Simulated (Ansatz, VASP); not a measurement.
# One calculation of Mg16CO, two programs

The input INCAR:

```
PREC     = Accurate       # precision mode
ENCUT    = 520            # plane-wave cutoff, eV
EDIFF    = 1E-6           # SCF threshold, eV
ISMEAR   = 0              # smearing method
SIGMA    = 0.1            # smearing width, eV
LREAL    = Auto         
LASPH    = T              # aspherical terms in the spheres
NELM     = 100            # most SCF steps
ALGO     = Normal         # electronic algorithm
ISIF     = 2              # what is computed and relaxed
LWAVE    = F              # write WAVECAR
LCHARG   = T              # write CHGCAR
LDIPOL   = T            
IDIPOL   = 3            
DIPOL    = 0.5 0.5 0.329
GGA      = PE             # functional
IVDW     = 12             # dispersion correction
LELF     = T              # ELF
LVHAR    = T            
LVACPOTAV= T            
NBANDS   = 36             # bands
```

The input KPOINTS:

```
regular mesh
0
Gamma
  6 6 1
```

The input POSCAR:

```
Mg16CO
1.0
    6.3015062463      0.0000000000      0.0000000000
   -3.1507531232      5.4572644914      0.0000000000
    0.0000000000      0.0000000000     26.3584034914
Mg O C
16 1 1
Direct
    0.3333333333      0.1666666667      0.1517542594
    0.3333333333      0.6666666667      0.1517542594
    0.8333333333      0.1666666667      0.1517542594
    0.8333333333      0.6666666667      0.1517542594
    0.1666666667      0.3333333333      0.2475244132
    0.1666666667      0.8333333333      0.2475244132
    0.6666666667      0.3333333333      0.2475244132
    0.6666666667      0.8333333333      0.2475244132
    0.3333333333      0.1666666667      0.3421844648
    0.3333333333      0.6666666667      0.3421844648
    0.8333333333      0.1666666667      0.3421844648
    0.8333333333      0.6666666667      0.3421844648
    0.1666666667      0.3333333333      0.4404061686
    0.1666666667      0.8333333333      0.4404061686
    0.6666666667      0.3333333333      0.4404061686
    0.6666666667      0.8333333333      0.4404061686
    0.4166666667      0.5000000000      0.5769850020
    0.4166666667      0.5000000000      0.6206143516
```

Input for Ansatz:

```yaml
crystal:
  lattice:
    - [6.3015062463, 0.0, 0.0]
    - [-3.1507531232, 5.4572644914, 0.0]
    - [0.0, 0.0, 26.3584034914]
  atoms:
    - { symbol: Mg, position: [0.3333333333, 0.1666666667, 0.1517542594] }
    - { symbol: Mg, position: [0.3333333333, 0.6666666667, 0.1517542594] }
    - { symbol: Mg, position: [0.8333333333, 0.1666666667, 0.1517542594] }
    - { symbol: Mg, position: [0.8333333333, 0.6666666667, 0.1517542594] }
    - { symbol: Mg, position: [0.1666666667, 0.3333333333, 0.2475244132] }
    - { symbol: Mg, position: [0.1666666667, 0.8333333333, 0.2475244132] }
    - { symbol: Mg, position: [0.6666666667, 0.3333333333, 0.2475244132] }
    - { symbol: Mg, position: [0.6666666667, 0.8333333333, 0.2475244132] }
    - { symbol: Mg, position: [0.3333333333, 0.1666666667, 0.3421844648] }
    - { symbol: Mg, position: [0.3333333333, 0.6666666667, 0.3421844648] }
    - { symbol: Mg, position: [0.8333333333, 0.1666666667, 0.3421844648] }
    - { symbol: Mg, position: [0.8333333333, 0.6666666667, 0.3421844648] }
    - { symbol: Mg, position: [0.1666666667, 0.3333333333, 0.4404061686] }
    - { symbol: Mg, position: [0.1666666667, 0.8333333333, 0.4404061686] }
    - { symbol: Mg, position: [0.6666666667, 0.3333333333, 0.4404061686] }
    - { symbol: Mg, position: [0.6666666667, 0.8333333333, 0.4404061686] }
    - { symbol: O, position: [0.4166666667, 0.5, 0.576985002] }
    - { symbol: C, position: [0.4166666667, 0.5, 0.6206143516] }
basis:
  ecutwfc: 420
kpoints:
  mp_grid: { grid: [6, 6, 1] }
hamiltonian:
  xc: pbe
  dispersion: d3bj
scf:
  occupations: { method: gaussian, width: 0.1 }
output:
  forces: true
  eigenvalues: true
efield:
  axis: 3
  dipole_correction: true
  ramp_width: 0.04
```

Alike in both runs: task single point; functional PBE; dispersion D3(BJ); k mesh 6 × 6 × 1; occupations gaussian, width 0.1 eV; no spin polarisation.

```csv
,VASP,Ansatz
version,VASP 6.6.1,Ansatz 0.2.0
potentials or method,"VASP PAW PBE potentials, release 64 (Mg, O, C), cutoff 520 eV","scalar-relativistic, plane waves, PAW"
valence electrons in the cell,42,170
```

Ansatz gave:

| Quantity | Value |
| --- | --- |
| gap on the k mesh at the Fermi level (eV) | none |
| rms of the force components (eV/Å) | 0.302 |
| work function, face that differs most (eV) | 3.94 |

**Question.** Estimate VASP's values.

**Answer.** gap on the k mesh at the Fermi level (eV): none; rms of the force components (eV/Å): 0.146; work function, face that differs most (eV): 3.93.

Atom by atom the forces differ by 0.161 eV/Å (rms over components). A gap of «none» marks a metal or a gap that the smearing closes. One of these differences is far larger than is usual between the two programs; its cause wasn't traced. VASP's potentials hold 42 valence electrons a cell and Ansatz's 170, so a difference there can come from the potentials and not from the codes.

Noted on VASP's run: the standard files for N, O and F lose accuracy on very short bonds.
